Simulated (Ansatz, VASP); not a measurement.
**Be2NbP3: VASP beside Ansatz**

```xyz
6
Lattice="4.1302 0.0000 0.0000 -2.0651 3.5768 0.0000 0.0000 0.0000 9.1128" Properties=species:S:1:pos:R:3 pbc="T T T"
Be    0.0000    0.0000    2.0693
Be    0.0000    0.0000    7.0435
Nb    0.0000    0.0000    4.5564
P     0.0000    2.3845    0.0000
P     2.0651    1.1923    0.0000
P     0.0000    0.0000    0.0000
```

Alike in both runs: functional PBE; k mesh 6 × 6 × 4; occupations gaussian, width 0.1 eV; no spin polarisation.

Ansatz relaxed the structure, and its values are those at the end. VASP's run is a single point on that final structure, the one shown.

```csv
,VASP,Ansatz
version,VASP 6.6.1,Ansatz 0.2.0
potentials or method,"VASP PAW PBE potentials, release 64 (Be, Nb_sv, P), cutoff 600 eV","scalar-relativistic, plane waves, PAW"
valence electrons in the cell,32,32
```

|  | VASP | Ansatz | Ansatz less VASP |
| --- | --- | --- | --- |
| gap on the k mesh at the Fermi level (eV) | none | none | - |
| pressure (GPa) | -0.1 | 0.0 | +0.13 |
| rms of the force components (eV/Å) | 0.006 | 0.005 | -0.0007 |

A gap of «none» marks a metal or a gap that the smearing closes. The functional is the same, so the differences come from potentials, cutoffs and numerics.
